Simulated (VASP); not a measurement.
Wanted: the native input for a VASP 6.6.1 run.

```yaml
Task: single point
Functional: r2SCAN
Potentials_or_basis: VASP PAW PBE potentials, release 64 (Si)
Cutoff: 520 eV
k_mesh: 8 × 8 × 8
Occupations: fermi-dirac, width 0.05 eV
Spin: no spin polarisation
Dipole_correction: no
Further_INCAR_settings: ALGO = Normal; EDIFF = 1e-07; NBANDS = 11
```

Si:

```
Si
1.0
     0.00000    2.72273    2.72273
     2.72273    0.00000    2.72273
     2.72273    2.72273    0.00000
Si
2
Direct
  0.50000 0.50000 0.50000
  0.75000 0.75000 0.75000
```

The input as run:

POSCAR

```
Si
1.0
    0.0000000000      2.7227277380      2.7227277380
    2.7227277380      0.0000000000      2.7227277380
    2.7227277380      2.7227277380      0.0000000000
Si
2
Direct
    0.5000000000      0.5000000000      0.5000000000
    0.7500000000      0.7500000000      0.7500000000
```

INCAR.step1

```
ALGO     = Normal         # electronic algorithm
EDIFF    = 1E-4           # SCF threshold, eV
ENCUT    = 520            # plane-wave cutoff, eV
GGA      = PE             # functional
ISMEAR   = -1             # smearing method
LASPH    = T              # aspherical terms in the spheres
LCHARG   = F              # write CHGCAR
LREAL    = F              # projectors in reciprocal space
LWAVE    = T              # write WAVECAR
NBANDS   = 11             # bands
NELM     = 100            # most SCF steps
PREC     = Accurate       # precision mode
SIGMA    = 0.05           # smearing width, eV
```

INCAR.step2

```
ALGO     = Normal         # electronic algorithm
EDIFF    = 1E-7           # SCF threshold, eV
ENCUT    = 520            # plane-wave cutoff, eV
ISIF     = 2              # what is computed and relaxed
ISMEAR   = -1             # smearing method
ISTART   = 1            
LASPH    = T              # aspherical terms in the spheres
LCHARG   = T              # write CHGCAR
LELF     = T              # ELF
LMIXTAU  = T            
LREAL    = F              # projectors in reciprocal space
LVHAR    = T            
LWAVE    = F              # write WAVECAR
METAGGA  = R2SCAN         # meta-GGA
NBANDS   = 11             # bands
NELM     = 100            # most SCF steps
PREC     = Accurate       # precision mode
SIGMA    = 0.05           # smearing width, eV
```

KPOINTS

```
k-points
0
Gamma
  8 8 8
```

Potentials or basis: VASP PAW PBE potentials, release 64 (Si).

Run with:

```console
$ cat potpaw_PBE.64/Si/POTCAR > POTCAR
$ cp INCAR.step1 INCAR
$ mpirun -np 1 vasp_std > vasp.out
$ cp INCAR.step2 INCAR
$ mpirun -np 1 vasp_std > vasp.out
```

It gave:

```
Pressure               : -0.3 GPa
Band gap on the k mesh : 0.83 eV, indirect (least direct gap 2.75 eV)
```

Caveat: the PAW data sets were made with another functional, which shifts forces and pressure a little.

Run time: 110 s on 1 thread of Intel Xeon 8259CL, on a shared host, peak memory 0.16 GiB.
